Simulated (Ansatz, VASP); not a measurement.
## Ta: VASP beside Ansatz

```xyz
2
Lattice="2.8465 0.0000 0.0000 -1.4233 2.4652 0.0000 0.0000 0.0000 5.1047" Properties=species:S:1:pos:R:3 pbc="T T T"
Ta    1.4233    0.8217    3.8285
Ta    0.0000    1.6435    1.2762
```

Alike in both runs: functional BLYP; dispersion D3(BJ); k mesh 12 × 12 × 6; no spin polarisation.

Ansatz relaxed the structure, and its values are those at the end. VASP's run is a single point on that final structure, the one shown.

|  | VASP | Ansatz |
| --- | --- | --- |
| version | VASP 6.6.1 | Ansatz 0.2.0 |
| potentials or method | VASP PAW PBE potentials, release 64 (Ta_pv), cutoff 520 eV | plane waves, PAW |
| occupations | methfessel-paxton of order 1, width 0.1 eV | cold, width 0.1 eV |
| valence electrons in the cell | 22 | 26 |

Ansatz gave:

| Quantity | Value |
| --- | --- |
| pressure (GPa) | 0.0 |

Question: Which values does VASP return?

Answer: Pressure (GPa): 1.1.

VASP's potentials were made for PBE, not for BLYP. VASP's potentials hold 22 valence electrons a cell and Ansatz's 26, so a difference there can come from the potentials and not from the codes.

Spin-orbit coupling is off throughout.
